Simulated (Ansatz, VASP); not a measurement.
**Two plane-wave programs on TiAl**

INCAR

```
ALGO = Fast ; EDIFF = 1E-6
ENCUT = 520 ; GGA = PS
ISIF = 2 ; ISMEAR = 0
LASPH = True ; LCHARG = False
LREAL = False ; LWAVE = False
NBANDS = 32 ; NELM = 80
PREC = Accurate ; SIGMA = 0.15
```

The input KPOINTS:

```
k-points
0
Gamma
  14 14 5
```

POSCAR

```
TiAl
1.0
    0.0000000000     -3.1560751060      0.0000000000
    0.0000000000      0.0000000000     -3.1560751060
    9.4682253181     -0.2630062588     -0.7890187765
Ti Al
3 3
Direct
   -0.0625000000     -0.1875000000      0.7500000000
   -0.0069444444     -0.0208333333      0.0833333333
   -0.0347222222     -0.1041666667      0.4166666667
    0.4236111111      0.2708333333      0.9166666667
    0.4791666667      0.4375000000      0.2500000000
    0.4513888889      0.3541666667      0.5833333333
```

Input for Ansatz:

```yaml
crystal:
  lattice:
    - [0.0, -3.156075106, 0.0]
    - [0.0, 0.0, -3.156075106]
    - [9.4682253181, -0.2630062588, -0.7890187765]
  atoms:
    - { symbol: Ti, position: [-0.0625, -0.1875, 0.75] }
    - { symbol: Ti, position: [-0.0069444444, -0.0208333333, 0.0833333333] }
    - { symbol: Ti, position: [-0.0347222222, -0.1041666667, 0.4166666667] }
    - { symbol: Al, position: [0.4236111111, 0.2708333333, 0.9166666667] }
    - { symbol: Al, position: [0.4791666667, 0.4375, 0.25] }
    - { symbol: Al, position: [0.4513888889, 0.3541666667, 0.5833333333] }
basis:
  ecutwfc: 520.0
kpoints:
  mp_grid: { grid: [14, 14, 5] }
hamiltonian:
  xc: pbesol
  pseudopotentials: { kind: paw, azcp: { folder: soft_1 } }
scf:
  occupations: { method: gaussian, width: 0.15 }
output:
  forces: true
  stress: true
  eigenvalues: true
```

Alike in both runs: task single point; functional PBEsol; k mesh 14 × 14 × 5; occupations gaussian, width 0.15 eV; no spin polarisation.

```csv
,VASP,Ansatz
version,VASP 6.6.1,Ansatz 0.2.0
potentials or method,"VASP PAW PBE potentials, release 64 (Ti_sv, Al), cutoff 520 eV","scalar-relativistic, plane waves, PAW"
valence electrons in the cell,45,45
```

VASP gave:

```
gap on the k mesh at the Fermi level (eV)                     : none
pressure (GPa)                                                : 4.6
traceless stress, the component that is largest in VASP (GPa) : 6.59
rms of the force components (eV/Å)                            : 1.375
```

Question: What did Ansatz give for the same quantities?

Answer: gap on the k mesh at the Fermi level (eV): none; pressure (GPa): 4.4; traceless stress, the component that is largest in VASP (GPa): 6.58; rms of the force components (eV/Å): 1.376.

VASP's potentials were made for PBE, not for PBEsol, and Ansatz warns of the same on its side. Atom by atom the forces differ by 0.001 eV/Å (rms over components). A gap of «none» marks a metal or a gap that the smearing closes. With one functional, cell and mesh, what is left measures potentials, basis and numerics.
